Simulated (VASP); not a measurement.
Input of a VASP 6.6.1 run:

The input INCAR:

```
SYSTEM = Ti
ALGO = Normal
EDIFF = 1E-6
ENCUT = 520
GGA = PS
ISIF = 2
ISMEAR = -1
LASPH = .TRUE.
LCHARG = .FALSE.
LREAL = .FALSE.
LWAVE = .FALSE.
NBANDS = 12
NELM = 60
PREC = Accurate
SIGMA = 0.08
```

Contents of KPOINTS:

```
k-points
0
G
  14 14 14
  0 0 0
```

Contents of POSCAR:

```
Ti
1.0
    2.4492516750      0.0000000000      0.0000000000
    0.0000000000      2.4492516750      0.0000000000
    0.0000000000      0.0000000000      2.4492516750
Ti
1
Direct
    0.0000000000      0.0000000000      0.0000000000
```

Potentials or basis: VASP PAW PBE potentials, release 64 (Ti_sv).

The run is started by

```sh
$ cat potpaw_PBE.64/Ti_sv/POTCAR > POTCAR
$ mpirun -np 1 vasp_std > vasp.out
```

(1) Estimate the pressure.

(2) What does it give for the band gap on the k mesh?

Answers

(1) 19.9 GPa.

(2) zero (band 6 reaches 10.82 eV, above the bottom of band 7 at 8.05 eV).

Caveat: the PAW data sets were made with another functional, which shifts forces and pressure a little.
